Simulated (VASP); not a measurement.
Set up this calculation in VASP 6.6.1, as the native input.

| Quantity | Value |
| --- | --- |
| Task | single point |
| Functional | LDA |
| Potentials or basis | VASP PAW LDA potentials, release 64 (Ir) |
| Cutoff | 520 eV |
| k mesh | 18 × 18 × 10 |
| Occupations | gaussian, width 0.15 eV |
| Spin | no spin polarisation |
| Dipole correction | no |
| Further INCAR settings | ALGO = Normal; EDIFF = 1e-07; NBANDS = 16 |

The structure of Ir lies in POSCAR:

```
Ir
1.0
    2.5790000000      0.0000000000      0.0000000000
   -1.2895000000      2.2334795163      0.0000000000
    0.0000000000      0.0000000000      4.5324000000
Ir
2
Direct
    0.6666666667      0.3333333333      0.7500000000
    0.3333333333      0.6666666667      0.2500000000
```

This isn't the form of Ir at room conditions, which is fcc.

One way to write it, as run:

INCAR

```
  PREC = Accurate
  ENCUT = 520
  EDIFF = 1E-7
  ISMEAR = 0
  SIGMA = 0.15
  LREAL = False
  LASPH = True
  NELM = 100
  ALGO = Normal
  ISIF = 2
  LWAVE = False
  LCHARG = True
  GGA = CA
  LELF = True
  LVHAR = True
  NBANDS = 16
```

KPOINTS

```
Automatic mesh
0
Gamma
  18 18 10
```

Potentials or basis: VASP PAW LDA potentials, release 64 (Ir).

Launch:

```sh
$ cat potpaw_LDA.64/Ir/POTCAR > POTCAR
$ mpirun -np 1 vasp_std > vasp.out
```

Results of the run:

```json
{
  "Pressure": "36.2 GPa",
  "Band gap on the k mesh": "zero (bands 9 and 10 overlap by 4.24 eV)"
}
```

Caveat: the cell stands under pressure; spin-orbit coupling is left out, which moves the levels of the heavy elements.

It took 52 s on 1 thread of Intel(R) Xeon(R) Platinum 8488C (Sapphire Rapids) (shared host), peak memory 0.19 GiB.
